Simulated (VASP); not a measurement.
# Se (P6_3/mmc) in VASP: further runs

Se is run at these levels: PBEsol; tasks: single point.

Program: VASP 6.6.1. These are calculated values, not measurements. Logs are shortened: lines on timing, memory, paths and dates and some standing lists are left out, and cuts for length are marked.

### 1 The cell of the first run

Symmetry: P6_3/mmc, No. 194, hexagonal system. The conventional cell has a = 2.306 Å, b = 2.306 Å, c = 3.590 Å, α = 90.00°, β = 90.00°, γ = 120.00°. Within 3.0 Å of Se (site symmetry -6m2) lie 12 Se at 2.23 to 2.31 Å.

### 2 Single point, PBEsol

Input file INCAR:

```
PREC = Accurate ; ENCUT = 520
EDIFF = 1E-7 ; ISMEAR = -1
SIGMA = 0.05 ; LREAL = F
LASPH = T ; NELM = 60
ALGO = Normal ; ISIF = 2
LWAVE = F ; LCHARG = T
GGA = PS ; LELF = T
LVHAR = T ; NBANDS = 13
```

Input file KPOINTS:

```
regular mesh
0
Gamma
  19 19 10
```

Input file POSCAR:

```
Se
1.0
    2.3055176027      0.0000000000      0.0000000000
   -1.1527588014      1.9966368128      0.0000000000
    0.0000000000      0.0000000000      3.5897572890
Se
2
Direct
    0.3333333333      0.6666666667      0.2500000000
    0.6666666667      0.3333333333      0.7500000000
```

Potentials or basis: VASP PAW PBE potentials, release 64 (Se).

Started as:

```bash
$ cat potpaw_PBE.64/Se/POTCAR > POTCAR
$ mpirun -np 1 vasp_std > vasp.out
```

OUTCAR:

```text
PREC = Accurate
   ENCUT = 520
   EDIFF = 1E-7
   ISMEAR = -1
   LREAL = F
   LASPH = T
   NELM = 60
   ISIF = 2
   GGA = PS

 ion  position               nearest neighbor table
   1  0.333  0.667  0.250-   2 2.23   2 2.23   2 2.23   2 2.23   2 2.23   2 2.23
   2  0.667  0.333  0.750-   1 2.23   1 2.23   1 2.23   1 2.23   1 2.23   1 2.23

  LATTYP: Found a hexagonal cell.
 ALAT       =     2.3055176027
 C/A-ratio  =     1.5570287925

  Lattice vectors:

 A1 = (   2.3055176027,   0.0000000000,   0.0000000000)
 A2 = (  -1.1527588014,   1.9966368128,   0.0000000000)
 A3 = (   0.0000000000,   0.0000000000,   3.5897572890)

Analysis of symmetry for initial positions (statically):
=====================================================================
 Subroutine PRICEL returns:
 Original cell was already a primitive cell.

 Routine SETGRP: Setting up the symmetry group for a
 hexagonal supercell.

 Subroutine GETGRP returns: Found 24 space group operations
 (whereof 12 operations were pure point group operations)
 out of a pool of 24 trial point group operations.

The static configuration has the point symmetry D_3d.
 The point group associated with its full space group is D_6h.

Analysis of symmetry for dynamics (positions and initial velocities):
=====================================================================
 Subroutine PRICEL returns:
 Original cell was already a primitive cell.

 Routine SETGRP: Setting up the symmetry group for a
 hexagonal supercell.

 Subroutine GETGRP returns: Found 24 space group operations
 (whereof 12 operations were pure point group operations)
 out of a pool of 24 trial point group operations.

The dynamic configuration has the point symmetry D_3d.
 The point group associated with its full space group is D_6h.

 Subroutine INISYM returns: Found 24 space group operations
 (whereof 12 operations are pure point group operations),
 and found     1 'primitive' translations

----------------------------------------------------------------------------------------

                                     Primitive cell

  volume of cell :      16.5247

  direct lattice vectors                    reciprocal lattice vectors
     2.305517603  0.000000000  0.000000000     0.433742080  0.250421107  0.000000000
    -1.152758801  1.996636813  0.000000000     0.000000000  0.500842213  0.000000000
     0.000000000  0.000000000  3.589757289     0.000000000  0.000000000  0.278570365

[... 86 lines left out ...]
   NSW    =      0    number of steps for IOM
   IBRION =     -1    ionic relax: 0-MD 1-quasi-New 2-CG
   NFREE  =      0    steps in history (QN), initial steepest desc. (CG)
   ISIF   =      2    stress and relaxation
   ISYM   =      2    0-nonsym 1-usesym 2-fastsym
   POTIM  = 0.5000    time-step for ionic-motion
   TEBEG  =    0.0;   TEEND  =   0.0 temperature during run
   PSTRESS=    0.0 pullay stress
   NELECT =      12.0000    total number of electrons
   NUPDOWN=      -1.0000    fix difference up-down
   EMIN   =  10.00;   EMAX   =-10.00  energy-range for DOS
   EFERMI =   0.00;   METHOD = LEGACY
   ISMEAR =    -1;   SIGMA  =   0.05  broadening in eV -4-tet -1-fermi 0-gaus
   EFERMI_NEDOS =   21; number of points for ismear=-14 and -15
   IALGO  =     38    algorithm
   IMIX   =      4    mixing-type and parameters
     AMIX     =   0.40;   BMIX     =  1.00
     AMIX_MAG =   1.60;   BMIX_MAG =  1.00
  volume/ion in A,a.u.               =       8.26        55.76
  Fermi-wavevector in a.u.,A,eV,Ry     =   1.471491  2.780715 29.460515  2.165287
  Thomas-Fermi vector in A             =   2.586621
   LORBIT       =      0    0 simple, 1 ext, 2 COOP (PROOUT), +10 PAW based schemes
   GGA     = PS    functional components
   LHFCALC =     F    Hartree Fock is set to
   AEXX    =    0.0000 exact exchange contribution
   IVDW    =     0    specifies the selected vdW correction
   LEPSILON=     F    determine dielectric tensor
   LRPA    =     F    only Hartree local field effects (RPA)
 non-spin polarized calculation
  energy-cutoff  :      520.00
  volume of cell :       16.52
 maximum number of plane-waves:       470
 NGX is ok and might be reduce to    18
   NGX =  9   NGY =  9   NGZ = 13

 number of electron      12.0000002 magnetization

 Free energy of the ion-electron system (eV)
  ---------------------------------------------------
  ext. energy  EPLUGINS =         0.00000000
  ---------------------------------------------------
  free energy    TOTEN  =         8.27567371 eV

  energy without entropy =        8.28184684  energy(sigma->0) =        8.27876028

 E-fermi :  21.6647     XC(G=0): -15.1418

 val. band max:       21.6345851793   @ k =   0.1579   0.0526   0.4000
 cond. band min:      21.6677969221   @ k =   0.2105   0.0000   0.0000
 fundamental gap:      0.0332117428
 Fermi energy:        21.6647415426

 k-point     1 :       0.0000    0.0000    0.0000
  band No.  band energies     occupation
      1      -7.8587      2.00000
      2       4.0291      2.00000
      3       4.1679      2.00000
      4      26.3846      0.00000
      5      26.3846      0.00000
      6      29.8023      0.00000
      7      29.8023      0.00000
      8      33.6109      0.00000
      9      33.6594      0.00000
     10      35.0526      0.00000
     11      37.7940      0.00000
     12      37.7940      0.00000
     13      40.0387      0.00000
[... 354 lines left out ...]
  band No.  band energies     occupation
      1      -2.3286      2.00000
      2       7.8199      2.00000
      3       9.4098      2.00000
      4       9.5564      2.00000
      5      15.5973      2.00000
      6      19.1207      2.00000
      7      19.9410      2.00000
      8      26.2007      0.00000
      9      28.4085      0.00000
     10      28.5555      0.00000
     11      39.1854      0.00000
     12      39.2269      0.00000
     13      42.6793      0.00000

 [... further k-points ...]
[... 5 lines left out ...]
  --------------------------------------------------------------------------------------
  -------------------------------------------------------------------------------------
  Total       47.7284939     47.7284939     47.8306505     -0.0000000      0.0000000      0.0000000
  in kB     4627.5989073   4627.5989072   4637.5036839     -0.0000001      0.0000000      0.0000000
  external PRESSURE =    4630.9004994 kB  Pullay stress =       0.0000000 kB

 VOLUME and BASIS-vectors are now :
 -----------------------------------------------------------------------------
  energy-cutoff  :      520.00
  volume of cell :       16.52
      direct lattice vectors                 reciprocal lattice vectors
     2.305517603  0.000000000  0.000000000     0.433742080  0.250421107  0.000000000
    -1.152758801  1.996636813  0.000000000     0.000000000  0.500842213  0.000000000
     0.000000000  0.000000000  3.589757289     0.000000000  0.000000000  0.278570365

 POSITION                                       TOTAL-FORCE (eV/Angst)
 -----------------------------------------------------------------------------------
     -0.00000      1.33109      0.89744         0.000000      0.000000      0.000000
      1.15276      0.66555      2.69232        -0.000000     -0.000000      0.000000
 -----------------------------------------------------------------------------------
    total drift:                               -0.000000      0.000000     -0.000000

  FREE ENERGIE OF THE ION-ELECTRON SYSTEM (eV)
  ---------------------------------------------------
  free  energy   TOTEN  =         8.2756737147 eV

  energy  without entropy=        8.2818468391  energy(sigma->0) =        8.27876028
```

stdout:

```text
POSCAR found type information on POSCAR Se
 POSCAR found :  1 types and       2 ions
 scaLAPACK will be used
 -----------------------------------------------------------------------------
|                                                                             |
|                                                                             |
|     You enforced a specific xc type in the INCAR file but a different       |
|     I HOPE YOU KNOW WHAT YOU ARE DOING!                                     |
|                                                                             |
 -----------------------------------------------------------------------------

 LDA part: xc-table for (Slater+PW92), standard interpolation
 POSCAR, INCAR and KPOINTS ok, starting setup
 FFT: planning ... GRIDC
 FFT: planning ... GRID_SOFT
 FFT: planning ... GRID
 WAVECAR not read
 entering main loop
```

It took 21 s on 1 thread of Intel Xeon Platinum 8559C (Emerald Rapids), shared host; peak memory 0.16 GiB.

Results:

```yaml
Free_energy: 8.2757 eV
Pressure: 463.1 GPa
Band_gap_on_the_k_mesh: zero (band 6 reaches 29.85 eV, above the bottom of band 7 at 16.12 eV)
```

Levels at points of the mesh, in eV from the Fermi level:
```csv
k point,band 4,band 5,band 6,band 7,band 8,band 9
"(0.00, 0.00, 0.00)",4.72,4.72,8.14,8.14,11.95,11.99
"(0.00, 0.00, 0.50)",-2.97,7.21,7.21,7.21,7.21,12.35
```

Caveat: the PAW data sets were made with another functional, which shifts forces and pressure a little.

### 3 Single point, PBEsol

Input file INCAR:

```
PREC     = Accurate       # precision mode
ENCUT    = 520            # plane-wave cutoff, eV
EDIFF    = 1E-6           # SCF threshold, eV
ISMEAR   = -1             # smearing method
SIGMA    = 0.05           # smearing width, eV
LREAL    = False          # projectors in reciprocal space
LASPH    = True           # aspherical terms in the spheres
NELM     = 60             # most SCF steps
ALGO     = Normal         # electronic algorithm
ISIF     = 2              # what is computed and relaxed
LWAVE    = False          # write WAVECAR
LCHARG   = False          # write CHGCAR
GGA      = PS             # functional
NBANDS   = 13             # bands
```

KPOINTS is that of step 2.

Input file POSCAR:

```
Se
1.0
    2.3058855338      0.0000000000      0.0000000000
   -1.1529427669      1.9969554505      0.0000000000
    0.0000000000      0.0000000000      3.5895861424
Se
2
Direct
    0.3333333333      0.6666666667      0.2500000000
    0.6666666667      0.3333333333      0.7500000000
```

Potentials or basis: VASP PAW PBE potentials, release 64 (Se).

Started as:

```bash
$ cat potpaw_PBE.64/Se/POTCAR > POTCAR
$ mpirun -np 1 vasp_std > vasp.out
```

Wall time 20 s (1 thread of Intel Xeon Platinum 8559C (Emerald Rapids), shared host); peak memory 0.16 GiB.

It converged, with:

```
Free energy            : 8.2627 eV
Pressure               : 462.7 GPa
Band gap on the k mesh : zero (band 6 reaches 29.84 eV, above the bottom of band 7 at 16.12 eV)
```

Stress tensor (GPa, compression positive):
```
462.32   0.00   0.00
  0.00 462.32   0.00
  0.00   0.00 463.39
```

Levels at points of the mesh, in eV from the Fermi level:
```tsv
k point	band 4	band 5	band 6	band 7	band 8	band 9
(0.00, 0.00, 0.00)	4.71	4.71	8.13	8.13	11.94	11.99
(0.00, 0.00, 0.50)	-2.96	7.20	7.20	7.20	7.20	12.34
```

Caveat: the PAW data sets were made with another functional, which shifts forces and pressure a little.
